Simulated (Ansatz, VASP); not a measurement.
**One calculation of Sb, two programs**

```xyz
2
Lattice="3.1224 0.0000 0.0000 0.0000 4.3475 0.0000 -0.0389 0.0000 4.4059" Properties=species:S:1:pos:R:3 pbc="T T T"
Sb    3.0573    3.2606    3.3433
Sb    0.0262    1.0869    1.0625
```

Alike in both runs: task single point; functional PBE; k mesh 6 × 4 × 4; no spin polarisation.

|  | VASP | Ansatz |
| --- | --- | --- |
| version | VASP 6.6.1 | Ansatz 0.2.0 |
| potentials or method | VASP PAW PBE potentials, release 64 (Sb), cutoff 500 eV | scalar-relativistic, plane waves, PAW |
| occupations | methfessel-paxton of order 1, width 0.136057 eV | cold |
| valence electrons in the cell | 10 | 30 |

|  | VASP | Ansatz | Ansatz less VASP |
| --- | --- | --- | --- |
| gap on the k mesh at the Fermi level (eV) | none | none | - |
| pressure (GPa) | 0.8 | 0.8 | +0.03 |
| traceless stress, the component that is largest in VASP (GPa) | -4.15 | -4.20 | -0.044 |
| rms of the force components (eV/Å) | 0.040 | 0.034 | -0.0057 |

Atom by atom the forces differ by 0.006 eV/Å (rms over components). A gap of «none» marks a metal or a gap that the smearing closes. VASP's potentials hold 10 valence electrons a cell and Ansatz's 30, so a difference there can come from the potentials and not from the codes. Ansatz's warnings: force scf threshold loose, published levels not confirmed, stress scf threshold loose.

The k mesh is coarse, so the values compare programs but aren't converged. Neither program's run includes spin-orbit coupling.
